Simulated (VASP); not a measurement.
A run of VASP 6.6.1:

The input INCAR:

```
PREC = Accurate
ENCUT = 520
EDIFF = 1E-7
ISMEAR = -1
SIGMA = 0.1
LREAL = F
LASPH = T
NELM = 60
ALGO = Normal
ISIF = 2
LWAVE = F
LCHARG = F
GGA = PS
NBANDS = 14
```

The input KPOINTS:

```
Automatic mesh
0
Gamma
  16 16 16
```

POSCAR

```
Rh
1.0
   -1.5546622278      1.5546622278      1.5546622278
    1.5546622278     -1.5546622278      1.5546622278
    1.5546622278      1.5546622278     -1.5546622278
Rh
1
Direct
    0.0000000000      0.0000000000      0.0000000000
```

Potentials or basis: VASP PAW PBE potentials, release 64 (Rh_pv).

Command:

```bash
$ cat potpaw_PBE.64/Rh_pv/POTCAR > POTCAR
$ mpirun -np 1 vasp_std > vasp.out
```

Hardware: 1 thread of AMD EPYC 7R43 64-Core Processor (Zen 3), with other jobs on the host.

How long does it take, and how much memory?

Wall time 19 s on 1 thread of AMD EPYC 7R43 64-Core Processor (Zen 3) (shared host), peak memory 0.11 GiB. Counts: scf iterations 11, k points 145.
